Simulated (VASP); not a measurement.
Here is a VASP 6.6.1 calculation.

INCAR

```
PREC = Accurate
ENCUT = 520
EDIFF = 1E-6
ISMEAR = -1
SIGMA = 0.05
LREAL = F
LASPH = T
NELM = 60
ALGO = Normal
ISIF = 2
LWAVE = F
LCHARG = T
GGA = PS
LELF = T
LVHAR = T
NBANDS = 20
```

File KPOINTS:

```
Automatic mesh
0
Gamma
  10 10 10
```

Contents of POSCAR:

```
WS2
1.0
    1.5182208013      0.8765451883      5.4337217583
   -1.5182208013      0.8765451883      5.4337217583
    0.0000000000     -1.7530903766      5.4337217583
W S
1 2
Direct
   -0.0005155956     -0.0005155956     -0.0005155956
    0.5694142445      0.5694142445      0.5694142445
    0.7624013511      0.7624013511      0.7624013511
```

Potentials or basis: VASP PAW PBE potentials, release 64 (W_sv, S).

Command:

```sh
$ cat potpaw_PBE.64/W_sv/POTCAR potpaw_PBE.64/S/POTCAR > POTCAR
$ mpirun -np 1 vasp_std > vasp.out
```

**Question.** Predict the pressure.

**Answer.** 20.2 GPa.

**Question.** What does it give for the band gap on the k mesh?

**Answer.** 0.14 eV, indirect (least direct gap 1.56 eV).

Stress tensor (GPa, compression positive):
```
20.20  0.00  0.00
 0.00 20.20  0.00
 0.00  0.00 20.35
```

Caveat: the PAW data sets were made with another functional, which shifts forces and pressure a little; spin-orbit coupling is left out, which moves the levels of the heavy elements. A k mesh can miss the band edges.
